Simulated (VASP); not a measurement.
Runs of VASP 6.6.1 on CaO. The structure is that of space group Fm-3m (No. 225), or close to it. The cells are those of the table. 

```csv
cell,gap on the mesh (eV),pressure (GPa)
"a = 3.464, b = 3.464, c = 3.411 Å, angles 60.5, 60.5, 59.0°, 2 atoms",3.60,(c)
"a = 3.541, b = 3.541, c = 3.515 Å, angles 60.2, 60.2, 59.5°, 2 atoms",3.62,-8.2
"a = 3.360 Å, angles 60.0°, 2 atoms",3.62,6.5
"a = 3.489, b = 3.489, c = 3.463 Å, angles 60.2, 60.2, 59.5°, 2 atoms",3.62,-4.8
"a = 3.386, b = 3.386, c = 3.411 Å, angles 59.7, 59.7, 60.5°, 2 atoms",3.58,2.8
"a = 3.541, b = 3.541, c = 3.567 Å, angles 59.8, 59.8, 60.5°, 2 atoms",3.59,-9.1
"a = 3.516, b = 3.516, c = 3.463 Å, angles 60.5, 60.5, 59.0°, 2 atoms",3.60,(b)
"a = 3.412, b = 3.412, c = 3.360 Å, angles 60.5, 60.5, 59.0°, 2 atoms",3.58,(a)
```

Alike in all rows: task single point; level PBE; potentials or basis VASP PAW PBE potentials, release 64 (Ca_sv, O); no spin polarisation; k mesh 8 × 8 × 8; cutoff (eV) 520; smearing gaussian 0.05 eV.

Fill in the values left out.

(a) 3.0; (b) -5.9; (c) -1.9.

A k mesh can miss the band edges.
